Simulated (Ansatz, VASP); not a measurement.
Two plane-wave programs on Mo2Se2S

Contents of INCAR:

```
PREC = Accurate ; ENCUT = 500
EDIFF = 1E-7 ; ISMEAR = 0
SIGMA = 0.15 ; LREAL = F
LASPH = T ; NELM = 200
ALGO = Normal ; ISIF = 3
LWAVE = F ; LCHARG = F
ISPIN = 2 ; MAGMOM = 1 1 0 0 0
LORBIT = 11 ; LMAXMIX = 4
GGA = PE ; IBRION = 2
NSW = 36 ; EDIFFG = -0.08
GGA_COMPAT = F ; NELMIN = 4
```

Contents of KPOINTS:

```
regular mesh
0
Gamma
  3 3 2
```

The input POSCAR:

```
Mo2Se2S
1.0
    4.1502755800      0.0000000000      0.0000000000
   -2.0751377900      3.5942440900      0.0000000000
    0.0000000000      0.0000000000      8.5001765700
Mo Se S
2 2 1
Direct
    0.6666666700      0.3333333300      0.7401304900
    0.6666666700      0.3333333300      0.2598695100
    0.0000000000      0.0000000000      0.0000000000
    0.3333333300      0.6666666700      0.0000000000
    0.0000000000      0.0000000000      0.5000000000
```

Input for Ansatz:

```yaml
crystal:
  lattice:
    - [4.15027558, 0.0, 0.0]
    - [-2.07513779, 3.59424409, 0.0]
    - [0.0, 0.0, 8.50017657]
  atoms:
    - { symbol: Mo, position: [0.66666667, 0.33333333, 0.74013049], spin: 1.0 }
    - { symbol: Mo, position: [0.66666667, 0.33333333, 0.25986951], spin: 1.0 }
    - { symbol: Se, position: [0.0, 0.0, 0.0] }
    - { symbol: Se, position: [0.33333333, 0.66666667, 0.0] }
    - { symbol: S, position: [0.0, 0.0, 0.5] }
basis:
  ecutwfc: 420
kpoints:
  mp_grid: { grid: [3, 3, 2] }
hamiltonian:
  xc: pbe
scf:
  occupations: { method: gaussian, width: 0.15 }
  lower_state_search: "off"
output:
  forces: true
  stress: true
  eigenvalues: true
  populations: true
magnetization:
  spin_polarized: true
relax:
  adjacent_minimum: "off"
  f_tol: 0.08
  max_steps: 16
  cell: { stress_tol: 0.8 }
```

Alike in both runs: task relaxation of cell and atoms; functional PBE; k mesh 3 × 3 × 2; occupations gaussian, width 0.15 eV; collinear spin.

```csv
,VASP,Ansatz
version,VASP 6.6.1,Ansatz 0.2.0
potentials or method,"VASP PAW PBE potentials, release 64 (Mo_sv, Se, S), cutoff 500 eV","scalar-relativistic, plane waves, PAW"
valence electrons in the cell,46,66
```

|  | VASP | Ansatz | Ansatz less VASP |
| --- | --- | --- | --- |
| gap on the k mesh at the Fermi level, each at its own relaxed structure (eV) | none | none | - |
| net moment per atom (μB) | 0.00 | 0.00 | 0.000 |
| relaxed volume (Å³/atom) | 19.34 | 20.07 | +0.732 |
| relaxed cell length with the largest relative difference (Å) | 5.348 | 5.528 | +0.1801 |

A gap of «none» marks a metal or a gap that the smearing closes. VASP's potentials hold 46 valence electrons a cell and Ansatz's 66, so a difference there can come from the potentials and not from the codes. Ansatz's warnings: seeded moment not kept.

The k mesh is coarse, so the values compare programs but aren't converged. Noted on VASP's run: the volume moved by over 15 % at a fixed basis, so the end points are rough.
